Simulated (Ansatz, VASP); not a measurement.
One calculation of Sb3As2, two programs

```
CELL_PARAMETERS angstrom
3.51929 2.03186 7.21646
-3.51929 2.03186 7.21646
0.00000 -4.06372 7.21646
ATOMIC_POSITIONS crystal
Sb 0.51352 0.98648 0.25000
Sb 0.25000 0.51352 0.98648
Sb 0.98648 0.25000 0.51352
Sb 0.48648 0.01352 0.75000
Sb 0.75000 0.48648 0.01352
Sb 0.01352 0.75000 0.48648
As 0.35028 0.35028 0.35028
As 0.14972 0.14972 0.14972
As 0.64972 0.64972 0.64972
As 0.85028 0.85028 0.85028
```

Alike in both runs: functional PBE; k mesh 6 × 6 × 6; occupations gaussian, width 0.1 eV; no spin polarisation.

Ansatz relaxed the structure, and its values are those at the end. VASP's run is a single point on that final structure, the one shown.

|  | VASP | Ansatz |
| --- | --- | --- |
| version | VASP 6.6.1 | Ansatz 0.2.0 |
| potentials or method | VASP PAW PBE potentials, release 64 (Sb, As), cutoff 520 eV | scalar-relativistic, plane waves, PAW |
| valence electrons in the cell | 50 | 150 |

```tsv
	VASP	Ansatz	Ansatz less VASP
gap on the k mesh at the Fermi level (eV)	none	none	-
pressure (GPa)	0.0	0.0	+0.01
rms of the force components (eV/Å)	0.008	0.001	-0.0077
```

A gap of «none» marks a metal or a gap that the smearing closes. With one functional, cell and mesh, what is left measures potentials, basis and numerics. VASP's potentials hold 50 valence electrons a cell and Ansatz's 150, so a difference there can come from the potentials and not from the codes.

Spin-orbit coupling is off throughout.
